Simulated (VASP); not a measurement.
## TiN (sol): single point with PBEsol

Crystal: TiN (sol).

```
Ti N
1.0
     0.00000    2.10191    2.10191
     2.10191    0.00000    2.10191
     2.10191    2.10191    0.00000
Ti N
1 1
Direct
  0.00000 0.00000 0.00000
  0.50000 0.50000 0.50000
```

* Program: VASP 6.6.1
* Task: single point
* Functional: PBEsol
* Potentials or basis: VASP PAW PBE potentials, release 64 (Ti_sv, N)
* Cutoff: 520 eV
* k mesh: 18 × 18 × 18
* Occupations: gaussian, width 0.1 eV
* Spin: no spin polarisation
* Dipole correction: no
* Further INCAR settings: ALGO = Normal; EDIFF = 1e-06; NBANDS = 16

| Item | Value |
| --- | --- |
| Pressure | 0.5 GPa |

Levels at points of the mesh, in eV from the Fermi level:
```
           k point  band 7  band 8  band 9  band 10  band 11  band 12
(0.00, 0.00, 0.00)   -2.05   -2.05   -0.65    -0.65    -0.65     0.60
(0.50, 0.00, 0.00)   -5.63   -5.63    1.78     1.78     2.49     6.00
(0.50, 0.50, 0.00)   -3.25   -3.25   -3.23     1.72     2.52     2.52
```

Wall time 38 s on 1 thread of Intel(R) Xeon(R) 6975P-C (Granite Rapids) (shared host), peak memory 0.18 GiB.

Caveat: the PAW data sets were made with another functional, which shifts forces and pressure a little.
